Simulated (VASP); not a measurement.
**ZnTe3O: relaxation of cell and atoms with PBE**

Crystal: ZnTe3O.

```xyz
5
Lattice="4.7008 0.0000 0.0000 0.0000 4.7008 0.0000 0.0000 0.0000 4.7222" Properties=species:S:1:pos:R:3 pbc="T T T"
Zn    2.3504    2.3504    2.2761
Te    2.3504    2.3504    0.0756
Te    2.3504    0.0000    2.4320
Te    0.0000    2.3504    2.4320
O     0.0000    0.0000    0.0000
```

The cell was generated, and may not be a known phase.

| Property | Result |
| --- | --- |
| Program | VASP 6.6.1 |
| Task | relaxation of cell and atoms |
| Functional | PBE |
| Potentials or basis | VASP PAW PBE potentials, release 64 (Zn, Te, O) |
| Cutoff | 600 eV |
| k mesh | 4 × 4 × 4 |
| Occupations | gaussian, width 0.1 eV |
| Spin | no spin polarisation |
| Dipole correction | no |
| Further INCAR settings | ALGO = Normal; EDIFF = 1e-06; IBRION = 2; EDIFFG = -0.04; NSW = 90; ISIF = 3 |

```yaml
Relaxed_volume: 28.67 Å³/atom
Relaxed_cell: a = 4.846 Å, b = 4.846 Å, c = 6.104 Å, α = 90.00°, β = 90.00°, γ = 90.00°
Space_group_after_relaxing_to_0.1_Å: P4mm (No. 99)
Energy_gained_by_relaxing: 1327.1 meV/atom
Ionic_steps: 51
Pressure_after_relaxing: 0.1 GPa
Largest_force_after_relaxing: 0.039 eV/Å
Band_gap_on_the_k_mesh: zero (bands 18 and 19 overlap by 1.75 eV)
```

Forces in eV/Å, atoms in the order of the input:
```
Zn   0.000  0.000 -0.029
Te   0.000  0.000 -0.007
Te   0.000  0.000  0.038
Te   0.000  0.000  0.038
O    0.000  0.000 -0.039
```

Stress tensor (GPa, compression positive):
```
 0.10  0.00  0.00
 0.00  0.10  0.00
 0.00  0.00 -0.02
```

The path:
```csv
step,energy change (eV),largest force (eV/Å),pressure (GPa),volume (Å³)
1,0.0000,4.4448,24.95,104.35
3,-2.2579,1.1370,1.44,137.02
5,-2.2601,1.1770,0.92,138.76
7,-2.3378,0.3453,-0.79,143.81
9,-2.4057,1.3836,1.19,136.68
11,-2.4367,1.5885,1.55,135.56
13,-2.5774,2.6554,3.41,130.62
15,-2.6258,3.4195,4.87,127.60
17,-2.6927,3.4805,5.22,126.84
19,-2.9077,3.6406,7.31,123.45
21,-2.9208,3.7482,8.04,122.57
23,-3.4553,2.3802,7.68,123.66
25,-3.5966,1.5953,8.67,124.59
27,-4.1495,1.6089,2.59,135.15
29,-4.3102,1.6079,-1.72,146.88
31,-4.5828,1.6117,-1.38,144.76
33,-5.4264,1.7848,3.53,134.09
35,-5.8061,1.4480,2.07,137.62
37,-6.1583,0.7659,-0.13,144.99
39,-6.5547,0.6488,-1.00,146.14
41,-6.6045,0.4247,0.95,140.89
43,-6.6264,0.2390,0.05,143.46
45,-6.6294,0.1522,-0.12,143.78
47,-6.6332,0.0814,-0.11,143.62
49,-6.6341,0.0648,0.19,142.89
51,-6.6355,0.0391,0.06,143.34
```

Final structure:
```
Zn Te O
1.0
     4.84599    0.00000    0.00000
     0.00000    4.84599    0.00000
     0.00000    0.00000    6.10378
Zn Te O
1 3 1
Direct
  0.50000 0.50000 0.45478
  0.50000 0.50000 0.03537
  0.50000 0.00000 0.67809
  0.00000 0.50000 0.67809
  0.00000 0.00000 0.68167
```

Levels at points of the mesh, in eV from the Fermi level:
```tsv
k point	band 14	band 15	band 16	band 17	band 18	band 19	band 20	band 21	band 22
(0.00, 0.00, 0.00)	-2.68	-2.36	-0.84	-0.49	0.02	0.02	1.97	3.68	3.68
(0.50, 0.00, 0.00)	-3.55	-2.44	-1.82	-0.79	-0.02	0.07	0.10	2.95	4.33
(0.50, 0.50, 0.00)	-2.55	-2.50	-2.50	-1.72	-0.54	-0.54	1.26	1.49	4.72
(0.00, 0.00, 0.50)	-2.33	-2.33	-1.16	-0.99	-0.96	-0.96	2.54	3.61	3.75
(0.50, 0.00, 0.50)	-2.44	-2.19	-1.89	-0.92	-0.35	-0.13	0.98	2.86	3.00
(0.50, 0.50, 0.50)	-2.43	-2.43	-1.68	-0.82	0.79	0.79	1.26	1.50	1.66
```

Wall time 44 min on 1 thread of Intel Xeon 8259CL (shared host), peak memory 0.29 GiB.

Caveat: the volume moved by over 15 % at a fixed basis, so the end points are rough; spin-orbit coupling is left out, which moves the levels of the heavy elements.
